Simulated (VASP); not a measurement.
Y2MgC2:

```xyz
5
Lattice="3.2421 0.0000 0.0000 -1.6211 2.8077 0.0000 0.0000 0.0000 8.4767" Properties=species:S:1:pos:R:3 pbc="T T T"
Y     0.0000    1.8718    1.1952
Y     1.6211    0.9359    7.2815
Mg    0.0000    0.0000    0.0000
C     0.0000    1.8718    5.6539
C     1.6211    0.9359    2.8227
```

- Program: VASP 6.6.1
- Task: relaxation of cell and atoms
- Functional: PBE
- Potentials or basis: VASP PAW PBE potentials, release 64 (Y_sv, Mg, C)
- Cutoff: 600 eV
- k mesh: 6 × 6 × 2
- Occupations: gaussian, width 0.1 eV
- Spin: collinear spin, ferromagnetic start
- Starting moments: [0.0, 0.0, 0.0, 1.0, 1.0] μB

At the start: pressure 56.6 GPa; volume 15.43 Å³/atom.

How do energy, volume and symmetry change on relaxing?

Over 34 steps the energy falls by 4422.4 meV/atom and the volume is 16.40 Å³/atom (+6.3 %); space group P-3m1 (No. 164, to 0.05 Å); moment 0.00 μB per cell.

The path:
```csv
step,energy change (eV),largest force (eV/Å),pressure (GPa),volume (Å³)
1,0.0000,13.5693,56.62,77.16
2,-14.7374,2.5784,-8.63,155.29
3,-14.8378,2.9281,-6.52,142.95
4,-14.8299,2.9826,-6.17,141.36
5,-16.6846,2.3245,-1.62,127.08
6,-17.2061,1.2087,5.39,117.01
7,-17.8854,0.8451,1.07,125.96
8,-18.2966,0.8644,-3.84,136.12
9,-17.5352,0.4316,-12.10,157.69
10,-18.3494,0.8191,-5.30,139.44
11,-18.7208,0.7461,-6.50,137.12
12,-19.2956,1.1954,-12.06,129.84
13,-19.2914,0.4618,-10.31,131.93
14,-19.9094,0.8437,-9.78,121.41
15,-20.6248,1.8931,-7.98,104.57
16,-20.6868,2.6190,-6.42,98.22
17,-20.6859,2.2940,-7.12,100.75
18,-21.0542,1.5210,-3.52,95.93
19,-21.2326,1.0980,2.69,89.93
20,-21.4085,0.8983,1.65,89.96
21,-21.6974,0.3096,-1.08,89.66
22,-21.7560,0.2558,-2.24,89.30
23,-21.8537,0.4201,-4.31,88.15
24,-21.6246,1.6698,-0.41,83.95
25,-21.8625,0.5675,-4.60,87.93
26,-21.9686,0.7064,-5.09,86.22
27,-21.9174,0.9429,2.96,80.17
28,-22.0261,0.7300,-2.08,83.45
29,-22.0778,0.4758,-0.41,82.17
30,-22.0894,0.2929,0.98,81.25
31,-22.1043,0.1678,0.05,81.98
32,-22.1086,0.0563,-0.80,82.67
33,-22.1119,0.0460,0.16,81.92
34,-22.1120,0.0374,0.08,81.99
```

Final structure:
```xyz
5
Lattice="4.1869 0.0000 0.0000 -2.0934 3.6259 0.0000 0.0000 0.0000 5.4004" Properties=species:S:1:pos:R:3 pbc="T T T"
Y     0.0000    2.4173    1.5319
Y     2.0934    1.2086    3.8685
Mg    0.0000    0.0000    0.0000
C     0.0000    2.4173    4.2145
C     2.0934    1.2086    1.1859
```

Caveat: the k points lie up to 0.58 Å⁻¹ apart in the final cell.
